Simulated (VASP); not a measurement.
Runs of VASP 6.6.1 on MgI2. The structure is that of space group Fm-3m (No. 225), or close to it. The cells are those of the table. 

```csv
level,cell,gap on the mesh (eV),pressure (GPa)
PBE,"a = 5.427 Å, angles 60.0°, 3 atoms",0.47,-1.5
r2SCAN,"a = 5.311 Å, angles 60.0°, 3 atoms",1.29,-0.1
r2SCAN,"a = 5.203 Å, angles 60.0°, 3 atoms",1.33,2.1
PBE,"a = 5.311 Å, angles 60.0°, 3 atoms",0.58,0.2
r2SCAN,"a = 5.364 Å, angles 60.0°, 3 atoms",1.23,-1.0
PBE,"a = 5.323 Å, angles 60.0°, 3 atoms",0.57,(c)
PBE,"a = 5.376 Å, angles 60.0°, 3 atoms",0.52,(d)
r2SCAN,"a = 5.258 Å, angles 60.0°, 3 atoms",(b),0.9
PBE,"a = 5.214 Å, angles 60.0°, 3 atoms",0.69,2.0
r2SCAN,"a = 5.416 Å, angles 60.0°, 3 atoms",1.17,-1.7
PBE,"a = 5.269 Å, angles 60.0°, 3 atoms",(a),0.9
```

Alike in all rows: task single point; potentials or basis VASP PAW PBE potentials, release 64 (Mg, I); no spin polarisation; k mesh 6 × 6 × 6; cutoff (eV) 520; smearing gaussian 0.01 eV.

**Question.** Estimate the missing entries.

**Answer.** (a) 0.63; (b) 1.36; (c) 0.0; (d) -0.8.

Caveats: spin-orbit coupling is left out, which moves the levels of the heavy elements; the PAW data sets were made with another functional, which shifts forces and pressure a little (some runs).

A k mesh can miss the band edges, and the runs leave out spin-orbit coupling on I.
